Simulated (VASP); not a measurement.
# GeSb4Te7 (P-3m1) in VASP: further runs

GeSb4Te7 is run at these levels: PBE, r2SCAN+rVV10, PBE+D4; tasks: single point, relaxation of cell and atoms.

Everything below comes from runs of VASP 6.6.1. Logs are shortened: lines on timing, memory, paths and dates and some standing lists are left out, and cuts for length are marked.

## (1) The cell of the first run

It takes space group P-3m1 (No. 164, trigonal). Conventional cell: a = 4.266 Å, b = 4.266 Å, c = 24.224 Å, α = 90.00°, β = 90.00°, γ = 120.00°. Ge (site symmetry -3m) has 6 Te at 2.98 Å within 3.9 Å. Within 3.9 Å of Sb (site symmetry 3m) lie 6 Te at 3.00 to 3.16 Å. Within 3.9 Å of Sb (site symmetry 3m) lie 6 Te at 2.99 to 3.18 Å. Te (site symmetry 3m) has 3 Sb at 3.00 Å within 3.9 Å. Te (site symmetry 3m) has 3 Sb at 2.99 Å within 3.9 Å. Within 3.9 Å of Te (site symmetry 3m) lie 3 Ge at 2.98 Å and 3 Sb at 3.18 Å. Within 4.2 Å of Te (site symmetry -3m) lie 6 Sb at 3.16 Å.

## (2) Single point, PBE

The input, INCAR:

```
ALGO     = Normal         # electronic algorithm
EDIFF    = 1E-6           # SCF threshold, eV
ENCUT    = 520            # plane-wave cutoff, eV
GGA      = PE             # functional
ISIF     = 2              # what is computed and relaxed
ISMEAR   = -1             # smearing method
LASPH    = T              # aspherical terms in the spheres
LCHARG   = F              # write CHGCAR
LREAL    = F              # projectors in reciprocal space
LWAVE    = F              # write WAVECAR
NBANDS   = 50             # bands
NELM     = 100            # most SCF steps
PREC     = Accurate       # precision mode
SIGMA    = 0.02           # smearing width, eV
```

The input, KPOINTS:

```
k-points
0
Gamma
  12 12 2
```

The input, POSCAR:

```
GeSb4Te7
1.0
    4.2656559796      0.0000000000      0.0000000000
   -2.1328279898      3.6941664421      0.0000000000
    0.0000000000      0.0000000000     24.2241478557
Ge Sb Te
1 4 7
Direct
    0.0000000000      0.0000000000      0.5000000000
    0.6666666667      0.3333333333      0.9182117396
    0.3333333333      0.6666666667      0.3480243046
    0.3333333333      0.6666666667      0.0817882604
    0.6666666667      0.3333333333      0.6519756954
    0.3333333333      0.6666666667      0.8477998835
    0.6666666667      0.3333333333      0.1522001165
    0.0000000000      0.0000000000      0.7219453688
    0.6666666667      0.3333333333      0.4308888333
    0.3333333333      0.6666666667      0.5691111667
    0.0000000000      0.0000000000      0.0000000000
    0.0000000000      0.0000000000      0.2780546312
```

Potentials or basis: VASP PAW PBE potentials, release 64 (Ge_d, Sb, Te).

Started as:

```bash
cat potpaw_PBE.64/Ge_d/POTCAR potpaw_PBE.64/Sb/POTCAR potpaw_PBE.64/Te/POTCAR > POTCAR
mpirun -np 1 vasp_std > vasp.out
```

OUTCAR:

```text
EDIFF = 1E-6
   ENCUT = 520
   GGA = PE
   ISIF = 2
   ISMEAR = -1
   LASPH = T
   LREAL = F
   NELM = 100
   PREC = Accurate

 ion  position               nearest neighbor table
   1  0.000  0.000  0.500-   9 2.98  10 2.98  10 2.98   9 2.98   9 2.98  10 2.98
   2  0.667  0.333  0.918-   6 3.00   6 3.00   6 3.00  11 3.16  11 3.16  11 3.16
   3  0.333  0.667  0.348-  12 2.99  12 2.99  12 2.99   9 3.18   9 3.18   9 3.18
   4  0.333  0.667  0.082-   7 3.00   7 3.00   7 3.00  11 3.16  11 3.16  11 3.16
   5  0.667  0.333  0.652-   8 2.99   8 2.99   8 2.99  10 3.18  10 3.18  10 3.18
   6  0.333  0.667  0.848-   2 3.00   2 3.00   2 3.00
   7  0.667  0.333  0.152-   4 3.00   4 3.00   4 3.00
   8  0.000  0.000  0.722-   5 2.99   5 2.99   5 2.99
   9  0.667  0.333  0.431-   1 2.98   1 2.98   1 2.98   3 3.18   3 3.18   3 3.18
  10  0.333  0.667  0.569-   1 2.98   1 2.98   1 2.98   5 3.18   5 3.18   5 3.18
  11  0.000  0.000  0.000-   2 3.16   4 3.16   4 3.16   2 3.16   2 3.16   4 3.16
  12  0.000  0.000  0.278-   3 2.99   3 2.99   3 2.99

  LATTYP: Found a hexagonal cell.
 ALAT       =     4.2656559796
 C/A-ratio  =     5.6788798655

  Lattice vectors:

 A1 = (   4.2656559796,   0.0000000000,   0.0000000000)
 A2 = (  -2.1328279898,   3.6941664421,   0.0000000000)
 A3 = (   0.0000000000,   0.0000000000,  24.2241478557)

Analysis of symmetry for initial positions (statically):
=====================================================================
 Subroutine PRICEL returns:
 Original cell was already a primitive cell.

 Routine SETGRP: Setting up the symmetry group for a
 hexagonal supercell.

 Subroutine GETGRP returns: Found 12 space group operations
 (whereof 12 operations were pure point group operations)
 out of a pool of 24 trial point group operations.

The static configuration has the point symmetry D_3d.

Analysis of symmetry for dynamics (positions and initial velocities):
=====================================================================
 Subroutine PRICEL returns:
 Original cell was already a primitive cell.

 Routine SETGRP: Setting up the symmetry group for a
 hexagonal supercell.

 Subroutine GETGRP returns: Found 12 space group operations
 (whereof 12 operations were pure point group operations)
 out of a pool of 24 trial point group operations.

The dynamic configuration has the point symmetry D_3d.

 Subroutine INISYM returns: Found 12 space group operations
 (whereof 12 operations are pure point group operations),
 and found     1 'primitive' translations

----------------------------------------------------------------------------------------

                                     Primitive cell

  volume of cell :     381.7252

  direct lattice vectors                    reciprocal lattice vectors
     4.265655980  0.000000000  0.000000000     0.234430532  0.135348531  0.000000000
    -2.132827990  3.694166442  0.000000000     0.000000000  0.270697061  0.000000000
     0.000000000  0.000000000 24.224147856     0.000000000  0.000000000  0.041281122

  length of vectors
     4.265655980  4.265655980 24.224147856     0.270697061  0.270697061  0.041281122

  position of ions in fractional coordinates (direct lattice)
     0.000000000  0.000000000  0.500000000
     0.666666667  0.333333333  0.918211740
     0.333333333  0.666666667  0.348024305
     0.333333333  0.666666667  0.081788260
     0.666666667  0.333333333  0.651975695
     0.333333333  0.666666667  0.847799884
     0.666666667  0.333333333  0.152200116
     0.000000000  0.000000000  0.721945369
     0.666666667  0.333333333  0.430888833
     0.333333333  0.666666667  0.569111167
     0.000000000  0.000000000  0.000000000
     0.000000000  0.000000000  0.278054631

  ion indices of the primitive-cell ions
   primitive index   ion index
                 1           1
                 2           2
                 3           3
                 4           4
                 5           5
                 6           6
                 7           7
                 8           8
                 9           9
                10          10
                11          11
                12          12

----------------------------------------------------------------------------------------

 KPOINTS: k-points

Automatic generation of k-mesh.
 Grid dimensions read from file:
 generate k-points for:   12   12    2

 Generating k-lattice:

  Cartesian coordinates                     Fractional coordinates (reciprocal lattice)
     0.019535878  0.011279044  0.000000000     0.083333333  0.000000000  0.000000000
     0.000000000  0.022558088  0.000000000     0.000000000  0.083333333  0.000000000
     0.000000000  0.000000000  0.020640561     0.000000000  0.000000000  0.500000000

  Length of vectors
     0.022558088  0.022558088  0.020640561

  Shift w.r.t. Gamma in fractional coordinates (k-lattice)
     0.000000000  0.000000000  0.000000000

 Subroutine IBZKPT returns following result:
[... 64 lines left out ...]
   LRPA    =     F    only Hartree local field effects (RPA)
 non-spin polarized calculation
  energy-cutoff  :      520.00
  volume of cell :      381.73
 maximum number of plane-waves:     10344
 NGX is ok and might be reduce to    32
   NGX = 15   NGY = 15   NGZ = 91

 number of electron      76.0000004 magnetization

 Free energy of the ion-electron system (eV)
  ---------------------------------------------------
  ext. energy  EPLUGINS =         0.00000000
  ---------------------------------------------------
  free energy    TOTEN  =       -44.47557805 eV

  energy without entropy =      -44.47557677  energy(sigma->0) =      -44.47557741

 E-fermi :   6.4198     XC(G=0):  -9.2623

 val. band max:        6.2677139962   @ k =   0.0000   0.0000   0.5000
 cond. band min:       6.5756364873   @ k =   0.0000   0.0000   0.5000
 fundamental gap:      0.3079224911
 Fermi energy:         6.4197511498

 k-point     1 :       0.0000    0.0000    0.0000
  band No.  band energies     occupation
      1     -18.5729      2.00000
      2     -18.5729      2.00000
      3     -18.5685      2.00000
      4     -18.5658      2.00000
      5     -18.5658      2.00000
      6      -6.9138      2.00000
[... 42 lines left out ...]
     49       7.9769      0.00000
     50       8.0507      0.00000

 k-point     2 :       0.0833    0.0000    0.0000
  band No.  band energies     occupation
      1     -18.5731      2.00000
      2     -18.5729      2.00000
      3     -18.5684      2.00000
      4     -18.5658      2.00000
      5     -18.5656      2.00000
      6      -6.8504      2.00000
[... 42 lines left out ...]
     49       8.1206      0.00000
     50       8.4470      0.00000

 k-point     3 :       0.1667    0.0000    0.0000
  band No.  band energies     occupation
      1     -18.5736      2.00000
      2     -18.5727      2.00000
      3     -18.5681      2.00000
      4     -18.5658      2.00000
      5     -18.5653      2.00000
      6      -6.6621      2.00000
[... 42 lines left out ...]
     49       8.4214      0.00000
     50       8.9920      0.00000

 k-point     4 :       0.2500    0.0000    0.0000
  band No.  band energies     occupation
      1     -18.5742      2.00000
      2     -18.5726      2.00000
      3     -18.5678      2.00000
      4     -18.5658      2.00000
      5     -18.5649      2.00000
      6      -6.3567      2.00000
[... 999 lines left out ...]
 k-point    23 :       0.2500    0.0000    0.5000
  band No.  band energies     occupation
      1     -18.5742      2.00000
      2     -18.5726      2.00000
      3     -18.5678      2.00000
      4     -18.5658      2.00000
      5     -18.5649      2.00000
      6      -6.3332      2.00000
[... 42 lines left out ...]
     49       8.9092      0.00000
     50       9.4551      0.00000

 k-point    24 :       0.3333    0.0000    0.5000
  band No.  band energies     occupation
      1     -18.5749      2.00000
      2     -18.5725      2.00000
      3     -18.5676      2.00000
      4     -18.5657      2.00000
      5     -18.5644      2.00000
      6      -5.9317      2.00000
[... 42 lines left out ...]
     49       9.2381      0.00000
     50       9.4441      0.00000

 [... further k-points ...]

------------------------ aborting loop because EDIFF is reached ----------------------------------------

  FORCE on cell =-STRESS in cart. coord.  units (eV):
  Direction    XX          YY          ZZ          XY          YZ          ZX
  --------------------------------------------------------------------------------------
  -------------------------------------------------------------------------------------
  Total        4.0456368      4.0456368      3.6177790      0.0000000      0.0000000      0.0000000
  in kB       16.9803515     16.9803515     15.1845464      0.0000000      0.0000000      0.0000000
  external PRESSURE =      16.3817498 kB  Pullay stress =       0.0000000 kB

 VOLUME and BASIS-vectors are now :
 -----------------------------------------------------------------------------
  energy-cutoff  :      520.00
  volume of cell :      381.73
      direct lattice vectors                 reciprocal lattice vectors
     4.265655980  0.000000000  0.000000000     0.234430532  0.135348531  0.000000000
    -2.132827990  3.694166442  0.000000000     0.000000000  0.270697061  0.000000000
     0.000000000  0.000000000 24.224147856     0.000000000  0.000000000  0.041281122

 POSITION                                       TOTAL-FORCE (eV/Angst)
 -----------------------------------------------------------------------------------
      0.00000      0.00000     12.11207         0.000000      0.000000      0.000000
      2.13283      1.23139     22.24290        -0.000000     -0.000000      0.056381
     -0.00000      2.46278      8.43059        -0.000000      0.000000      0.100023
     -0.00000      2.46278      1.98125         0.000000      0.000000     -0.056381
      2.13283      1.23139     15.79356         0.000000      0.000000     -0.100023
     -0.00000      2.46278     20.53723        -0.000000     -0.000000     -0.175893
      2.13283      1.23139      3.68692         0.000000      0.000000      0.175893
      0.00000      0.00000     17.48851        -0.000000      0.000000      0.205705
      2.13283      1.23139     10.43791        -0.000000      0.000000     -0.030863
     -0.00000      2.46278     13.78623         0.000000     -0.000000      0.030863
      0.00000      0.00000      0.00000         0.000000      0.000000      0.000000
      0.00000      0.00000      6.73564         0.000000     -0.000000     -0.205705
 -----------------------------------------------------------------------------------
    total drift:                                0.000000     -0.000000     -0.000000

  FREE ENERGIE OF THE ION-ELECTRON SYSTEM (eV)
  ---------------------------------------------------
  free  energy   TOTEN  =       -44.4755780460 eV

  energy  without entropy=      -44.4755767706  energy(sigma->0) =      -44.47557741
```

Wall time 8.8 min (1 thread of Intel Xeon 6975P-C (Granite Rapids), shared host); peak memory 0.85 GiB.

Results:

* Free energy: -44.4756 eV
* Pressure: 1.6 GPa
* Largest force: 0.206 eV/Å
* Band gap on the k mesh: 0.31 eV, direct

Forces in eV/Å, atoms in the order of the input:
```
Ge   0.000  0.000  0.000
Sb   0.000  0.000  0.056
Sb   0.000  0.000  0.100
Sb   0.000  0.000 -0.056
Sb   0.000  0.000 -0.100
Te   0.000  0.000 -0.176
Te   0.000  0.000  0.176
Te   0.000  0.000  0.206
Te   0.000  0.000 -0.031
Te   0.000  0.000  0.031
Te   0.000  0.000  0.000
Te   0.000  0.000 -0.206
```

Stress tensor (GPa, compression positive):
```
1.70 0.00 0.00
0.00 1.70 0.00
0.00 0.00 1.52
```

Caveat: spin-orbit coupling is left out, which moves the levels of the heavy elements; this functional lacks dispersion, which binds the layers, so the pressure and a relaxed spacing across them are unreliable. A k mesh can miss the band edges.

## (3) Single point, r2SCAN+rVV10

POSCAR is that of step 2.

The input, INCAR.step1:

```
ALGO = Normal ; EDIFF = 1E-4
ENCUT = 520 ; GGA = PE
ISMEAR = -1 ; LASPH = True
LCHARG = False ; LREAL = False
LWAVE = True ; NBANDS = 50
NELM = 100 ; PREC = Accurate
SIGMA = 0.02
```

The input, INCAR.step2:

```
ALGO = Normal ; BPARAM = 11.95
CPARAM = 0.0093 ; EDIFF = 1E-7
ENCUT = 520 ; ISIF = 2
ISMEAR = -1 ; ISTART = 1
IVDW_NL = 2 ; LASPH = True
LCHARG = False ; LMIXTAU = True
LREAL = False ; LUSE_VDW = True
LWAVE = False ; METAGGA = R2SCAN
NBANDS = 50 ; NELM = 100
PREC = Accurate ; SIGMA = 0.02
```

The input, KPOINTS:

```
k-points
0
Gamma
  6 6 2
```

Potentials or basis: VASP PAW PBE potentials, release 64 (Ge_d, Sb, Te).

Started as:

```bash
cat potpaw_PBE.64/Ge_d/POTCAR potpaw_PBE.64/Sb/POTCAR potpaw_PBE.64/Te/POTCAR > POTCAR
cp INCAR.step1 INCAR
mpirun -np 1 vasp_std > vasp.out
cp INCAR.step2 INCAR
mpirun -np 1 vasp_std > vasp.out
```

It took 27 min on 1 thread of Intel Xeon Platinum 8488C (Sapphire Rapids), shared host; peak memory 1.3 GiB.

The run converged. Its results:

```yaml
Free_energy: -293.8057 eV
Pressure: 0.2 GPa
Largest_force: 0.040 eV/Å
Band_gap_on_the_k_mesh: 0.41 eV, direct
```

Forces in eV/Å, atoms in the order of the input:
```
Ge   0.000  0.000  0.000
Sb   0.000  0.000  0.032
Sb   0.000  0.000  0.031
Sb   0.000  0.000 -0.032
Sb   0.000  0.000 -0.031
Te   0.000  0.000 -0.040
Te   0.000  0.000  0.040
Te   0.000  0.000  0.039
Te   0.000  0.000  0.002
Te   0.000  0.000 -0.002
Te   0.000  0.000  0.000
Te   0.000  0.000 -0.039
```

Levels at points of the mesh, in eV from the valence-band top:
```
           k point  band 35  band 36  band 37  band 38  band 39  band 40  band 41  band 42
(0.00, 0.00, 0.00)    -1.16    -1.15    -0.27    -0.09     0.47     0.47     0.56     0.57
(0.50, 0.00, 0.00)    -1.63    -1.59    -1.12    -0.96     0.83     0.85     1.05     1.25
(0.00, 0.00, 0.50)    -1.35    -0.90    -0.37     0.00     0.41     0.41     0.45     0.67
(0.50, 0.00, 0.50)    -1.75    -1.48    -1.17    -0.69     0.54     0.71     0.90     1.20
```

Caveat: the PAW data sets were made with another functional, which shifts forces and pressure a little; spin-orbit coupling is left out, which moves the levels of the heavy elements. A k mesh can miss the band edges.

## (4) Relaxation of cell and atoms, PBE+D4

This run uses another cell than the first one, of 30.63 Å³/atom, 0.963 times its volume.

The input, INCAR:

```
SYSTEM = GeSb4Te7
  PREC = Accurate
  ENCUT = 600
  EDIFF = 1E-7
  ISMEAR = -1
  SIGMA = 0.02
  LREAL = .FALSE.
  LASPH = .TRUE.
  NELM = 100
  ALGO = Normal
  ISIF = 3
  LWAVE = .FALSE.
  LCHARG = .FALSE.
  GGA = PE
  IVDW = 13
  IBRION = 2
  NSW = 80
  EDIFFG = -0.005
```

The input, KPOINTS:

```
regular mesh
0
G
  6 6 2
  0 0 0
```

The input, POSCAR:

```
GeSb4Te7
1.0
    4.2551879525      0.0000000000      0.0000000000
   -2.1275939762      3.6851008647      0.0000000000
    0.0000000000      0.0000000000     23.4421434903
Ge Sb Te
1 4 7
Direct
    0.0000000000      0.0000000000      0.5000000000
    0.6666666667      0.3333333333      0.9161089866
    0.3333333333      0.6666666667      0.3441381757
    0.3333333333      0.6666666667      0.0838910134
    0.6666666667      0.3333333333      0.6558618243
    0.3333333333      0.6666666667      0.8426454185
    0.6666666667      0.3333333333      0.1573545815
    0.0000000000      0.0000000000      0.7290039575
    0.6666666667      0.3333333333      0.4290274579
    0.3333333333      0.6666666667      0.5709725421
    0.0000000000      0.0000000000      0.0000000000
    0.0000000000      0.0000000000      0.2709960425
```

Started as:

```bash
cat potpaw_PBE.64/Ge_d/POTCAR potpaw_PBE.64/Sb/POTCAR potpaw_PBE.64/Te/POTCAR > POTCAR
mpirun -np 1 vasp_std > vasp.out
```

Run time: 12 min. Hardware: 1 thread of Intel Xeon 6975P-C (Granite Rapids), shared host; peak memory 0.75 GiB.

Results (log left out):

| Property | Result |
| --- | --- |
| Free energy | -50.2658 eV |
| Relaxed volume | 30.59 Å³/atom |
| Relaxed cell | a = 4.253 Å, b = 4.253 Å, c = 23.434 Å, α = 90.00°, β = 90.00°, γ = 120.00° |
| Space group after relaxing (to 0.05 Å) | P-3m1 (No. 164) |
| Energy gained by relaxing | 0.0 meV/atom |
| Ionic steps | 5 |
| Pressure after relaxing | 0.0 GPa |
| Largest force after relaxing | 0.004 eV/Å |
| Band gap on the k mesh | 0.08 eV, direct |
| Dispersion energy per atom | -0.491 eV |

Forces in eV/Å, atoms in the order of the input:
```
Ge   0.000  0.000  0.000
Sb   0.000  0.000 -0.002
Sb   0.000  0.000 -0.004
Sb   0.000  0.000  0.002
Sb   0.000  0.000  0.004
Te   0.000  0.000 -0.001
Te   0.000  0.000  0.001
Te   0.000  0.000  0.004
Te   0.000  0.000  0.001
Te   0.000  0.000 -0.001
Te   0.000  0.000  0.000
Te   0.000  0.000 -0.004
```

The path:
| step | energy change (eV) | largest force (eV/Å) | pressure (GPa) | volume (Å³) |
| --- | --- | --- | --- | --- |
| 1 | 0.0000 | 0.0282 | -0.06 | 367.59 |
| 2 | -0.0002 | 0.0169 | 0.02 | 366.98 |
| 3 | -0.0002 | 0.0170 | 0.03 | 366.92 |
| 4 | -0.0003 | 0.0050 | 0.00 | 367.03 |
| 5 | -0.0003 | 0.0038 | 0.00 | 367.02 |

Final structure:
```xyz
12
Lattice="4.2527 0.0000 0.0000 -2.1263 3.6829 0.0000 0.0000 0.0000 23.4339" Properties=species:S:1:pos:R:3 pbc="T T T"
Ge    0.0000    0.0000   11.7169
Sb    2.1263    1.2276   21.4705
Sb    0.0000    2.4553    8.0666
Sb    0.0000    2.4553    1.9633
Sb    2.1263    1.2276   15.3673
Te    0.0000    2.4553   19.7445
Te    2.1263    1.2276    3.6893
Te    0.0000    0.0000   17.0853
Te    2.1263    1.2276   10.0528
Te    0.0000    2.4553   13.3811
Te    0.0000    0.0000    0.0000
Te    0.0000    0.0000    6.3485
```

Levels at points of the mesh, in eV from the valence-band top:
```
           k point  band 35  band 36  band 37  band 38  band 39  band 40  band 41  band 42
(0.00, 0.00, 0.00)    -1.39    -1.34    -0.44    -0.20     0.22     0.22     0.28     0.28
(0.50, 0.00, 0.00)    -1.71    -1.68    -1.17    -1.13     0.65     0.65     0.75     0.86
(0.00, 0.00, 0.50)    -1.39    -1.16    -0.52     0.00     0.08     0.10     0.10     0.50
(0.50, 0.00, 0.50)    -1.95    -1.46    -1.18    -0.67     0.18     0.30     0.47     1.06
```

Caveat: spin-orbit coupling is left out, which moves the levels of the heavy elements. A k mesh can miss the band edges.

## (5) Overview

| task | level | cell | k mesh | cutoff (eV) | gap on the mesh (eV) | pressure (GPa) | largest force (eV/Å) |
| --- | --- | --- | --- | --- | --- | --- | --- |
| single point | PBE | a = 4.266, b = 4.266, c = 24.224 Å, angles 90.0, 90.0, 120.0°, 12 atoms | 12 × 12 × 2 | 520 | 0.31 | 1.6 | 0.21 |
| single point | r2SCAN+rVV10 | a = 4.266, b = 4.266, c = 24.224 Å, angles 90.0, 90.0, 120.0°, 12 atoms | 6 × 6 × 2 | 520 | 0.41 | 0.2 | 0.04 |
| relaxation of cell and atoms | PBE+D4 | relaxed from a = 4.255, b = 4.255, c = 23.442 Å, angles 90.0, 90.0, 120.0°, 12 atoms | 6 × 6 × 2 | 600 | 0.08 | 0.0 | - |

Alike in all rows: potentials or basis VASP PAW PBE potentials, release 64 (Ge_d, Sb, Te); no spin polarisation; smearing fermi-dirac 0.02 eV.

Caveats: spin-orbit coupling is left out, which moves the levels of the heavy elements; this functional lacks dispersion, which binds the layers, so the pressure and a relaxed spacing across them are unreliable (some runs); the PAW data sets were made with another functional, which shifts forces and pressure a little (some runs).

Total energies depend on the potentials used, so only differences within one code and one set of settings carry meaning.
